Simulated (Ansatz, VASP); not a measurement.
**MgS: VASP beside Ansatz**

Contents of POSCAR:

```
MgS
1.0
    0.0000000000      2.9019297231      2.8308747665
    2.8308747665      0.0000000000      2.8308747665
    2.8308747665      2.9019297231      0.0000000000
Mg S
1 1
Direct
    0.0000000000      0.0000000000      0.0000000000
    0.7500000000      0.7500000000      0.7500000000
```

The input INCAR.step1:

```
PREC = Accurate
ENCUT = 520
ISMEAR = 0
SIGMA = 0.01
LREAL = False
LASPH = True
NELM = 80
NBANDS = 11
GGA = PE
ALGO = Normal
EDIFF = 1E-4
LWAVE = True
LCHARG = False
```

INCAR.step2

```
PREC = Accurate
ENCUT = 520
EDIFF = 1E-6
ISMEAR = 0
SIGMA = 0.01
LREAL = False
LASPH = True
NELM = 80
ALGO = Normal
ISIF = 2
LWAVE = False
LCHARG = False
METAGGA = R2SCAN
LMIXTAU = True
NBANDS = 11
ISTART = 1
```

Contents of KPOINTS:

```
regular mesh
0
Gamma
  8 8 8
```

Input for Ansatz:

```yaml
crystal:
  lattice:
    - [0.0, 2.9019297231, 2.8308747665]
    - [2.8308747665, 0.0, 2.8308747665]
    - [2.8308747665, 2.9019297231, 0.0]
  atoms:
    - { symbol: Mg, position: [0.0, 0.0, 0.0] }
    - { symbol: S, position: [0.75, 0.75, 0.75] }
kpoints:
  mp_grid: { grid: [8, 8, 8] }
  band_path:
    path:
      - [0.0, 0.0, 0.0]
      - [-0.5, -0.5, 0.0]
      - [-0.375, -0.375, 0.25]
      - [-0.375, 0.0, 0.375]
      - [0.0, 0.0, 0.5]
      - [-0.5, -0.25, 0.25]
    npoints: 1
hamiltonian:
  xc: r2scan
scf:
  occupations: { method: fixed }
  n_extra_bands: 4
output:
  forces: true
  stress: true
  eigenvalues: true
```

Change from the starting cell: uniaxial_y strain +2.5%.

Alike in both runs: task single point; functional r2SCAN; k mesh 8 × 8 × 8; no spin polarisation.

|  | VASP | Ansatz |
| --- | --- | --- |
| version | VASP 6.6.1 | Ansatz 0.2.0 |
| potentials or method | VASP PAW PBE potentials, release 64 (Mg, S) | plane waves, PAW |
| plane-wave cutoff (eV) | 520 | 500 |
| occupations | gaussian, width 0.01 eV | fixed |
| valence electrons in the cell | 8 | 16 |

```csv
,VASP,Ansatz,Ansatz less VASP
gap on the k mesh at the Fermi level (eV),3.97,3.98,+0.013
pressure (GPa),-1.7,-1.4,+0.28
"traceless stress, the component that is largest in VASP (GPa)",-0.45,-0.43,+0.011
```

VASP's potentials were made for PBE, not for r2SCAN. VASP's potentials hold 8 valence electrons a cell and Ansatz's 16, so a difference there can come from the potentials and not from the codes.
